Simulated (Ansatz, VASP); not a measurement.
# Two plane-wave programs on CaSe

```xyz
2
Lattice="0.0000 2.9092 2.9092 2.9092 0.0000 2.9092 2.9092 2.9092 0.0000" Properties=species:S:1:pos:R:3 pbc="T T T"
Ca    0.0000    0.0000    0.0000
Se    2.9092    2.9092    2.9092
```

Alike in both runs: task single point; functional PBEsol; k mesh 8 × 8 × 8; occupations gaussian, width 0.02 eV; no spin polarisation.

|  | VASP | Ansatz |
| --- | --- | --- |
| version | VASP 6.6.1 | Ansatz 0.2.0 |
| potentials or method | VASP PAW PBE potentials, release 64 (Ca_sv, Se), cutoff 520 eV | scalar-relativistic, plane waves, PAW |
| valence electrons in the cell | 16 | 26 |

|  | VASP | Ansatz | Ansatz less VASP |
| --- | --- | --- | --- |
| gap on the k mesh at the Fermi level (eV) | 1.80 | 1.81 | +0.015 |
| least direct gap on the mesh (eV) | 2.79 | 2.80 | +0.012 |
| pressure (GPa) | 1.6 | 1.4 | -0.23 |

VASP's potentials were made for PBE, not for PBEsol. The functional is the same, so the differences come from potentials, cutoffs and numerics. VASP's potentials hold 16 valence electrons a cell and Ansatz's 26, so a difference there can come from the potentials and not from the codes.
